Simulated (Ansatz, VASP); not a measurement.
# TiH5: VASP beside Ansatz

```
Ti H
1.0
     3.60210    0.00000    0.00000
    -1.80105    3.11951    0.00000
     0.00000    0.00000    4.88967
Ti H
1 5
Direct
  0.00000 0.00000 0.50000
  0.66667 0.33333 0.79599
  0.00000 0.00000 0.00000
  0.66667 0.33333 0.20401
  0.33333 0.66667 0.20401
  0.33333 0.66667 0.79599
```

Change from the starting cell: species swapped into the BaSn5 type (P6/mmm, No. 191).

Alike in both runs: task relaxation of cell and atoms; functional PBE; k mesh 5 × 5 × 3; occupations gaussian, width 0.2 eV; no spin polarisation.

```csv
,VASP,Ansatz
version,VASP 6.6.1,Ansatz 0.2.0
potentials or method,"VASP PAW PBE potentials, release 64 (Ti_sv, H), cutoff 500 eV","scalar-relativistic, plane waves, PAW"
valence electrons in the cell,17,17
```

|  | VASP | Ansatz | Ansatz less VASP |
| --- | --- | --- | --- |
| gap on the k mesh at the Fermi level, each at its own relaxed structure (eV) | none | none | - |
| relaxed volume (Å³/atom) | 5.10 | 5.09 | -0.006 |
| relaxed cell length with the largest relative difference (Å) | 3.925 | 3.934 | +0.0089 |

A gap of «none» marks a metal or a gap that the smearing closes.

The k mesh is coarse, so the values compare programs but aren't converged. Noted on VASP's run: the volume moved by over 15 % at a fixed basis, so the end points are rough.
